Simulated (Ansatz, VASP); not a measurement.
**Two plane-wave programs on MgSi**

```
Mg Si
1.0
     2.90839    0.00000    0.00000
     0.00000    2.90839    0.00000
     0.00000    0.00000    4.10343
Mg Si
1 1
Direct
  0.00000 0.00000 0.95431
  0.50000 0.50000 0.50000
```

Change from the starting cell: all Mg atoms moved +0.188 Å, as atom 1 towards its neighbour atom 1 (Mg) at 4.103 Å.

Alike in both runs: task single point; functional LDA; k mesh 16 × 16 × 12; occupations gaussian, width 0.15 eV; no spin polarisation.

```csv
,VASP,Ansatz
version,VASP 6.6.1,Ansatz 0.2.0
potentials or method,"VASP PAW LDA potentials, release 64 (Mg, Si), cutoff 520 eV","scalar-relativistic, plane waves, PAW"
valence electrons in the cell,6,14
```

|  | VASP | Ansatz | Ansatz less VASP |
| --- | --- | --- | --- |
| gap on the k mesh at the Fermi level (eV) | none | none | - |
| pressure (GPa) | -2.5 | -2.2 | +0.37 |
| traceless stress, the component that is largest in VASP (GPa) | -1.75 | -1.73 | +0.024 |
| rms of the force components (eV/Å) | 0.376 | 0.375 | -0.0014 |

LDA's correlation is that of Perdew and Zunger in VASP and of Perdew and Wang (1992) in Ansatz. Atom by atom the forces differ by 0.001 eV/Å (rms over components). A gap of «none» marks a metal or a gap that the smearing closes. VASP's potentials hold 6 valence electrons a cell and Ansatz's 14, so a difference there can come from the potentials and not from the codes.
